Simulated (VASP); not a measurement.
## Hg: single point with PBE

The system is Hg.

```
Hg
1.0
     5.85456    0.00000    0.00000
     0.00000    5.85456    0.00000
     0.00000    0.00000    5.85456
Hg
8
Cartesian
  0.0000 0.0000 0.0000
  2.9273 1.4636 0.0000
  2.9273 4.3909 0.0000
  0.0000 2.9273 1.4636
  1.4636 0.0000 2.9273
  4.3909 0.0000 2.9273
  2.9273 2.9273 2.9273
  0.0000 2.9273 4.3909
```

| Quantity | Value |
| --- | --- |
| Program | VASP 6.6.1 |
| Task | single point |
| Functional | PBE |
| Potentials or basis | VASP PAW PBE potentials, release 64 (Hg) |
| Cutoff | 520 eV |
| k mesh | 4 × 4 × 4 |
| Occupations | fermi-dirac, width 0.02 eV |
| Spin | no spin polarisation |

The pressure is 3.2 GPa and the band gap on the k mesh is zero (bands 48 and 49 overlap by 0.77 eV).

Levels at points of the mesh, in eV from the Fermi level:
```
           k point  band 46  band 47  band 48  band 49  band 50  band 51
(0.00, 0.00, 0.00)    -2.00    -2.00     0.34     1.82     1.82     1.89
(0.50, 0.00, 0.00)    -1.83    -0.63    -0.63    -0.43    -0.43     2.41
(0.50, 0.50, 0.00)    -0.76    -0.76    -0.21     0.18     0.83     0.83
(0.50, 0.50, 0.50)    -4.03    -3.77    -3.77     5.00     5.00     5.00
```

Run time: 48 s on 1 thread of Intel(R) Xeon(R) 6975P-C (Granite Rapids), with other jobs on the host, peak memory 0.34 GiB.

Caveat: the cell stands under pressure; spin-orbit coupling is left out, which moves the levels of the heavy elements.
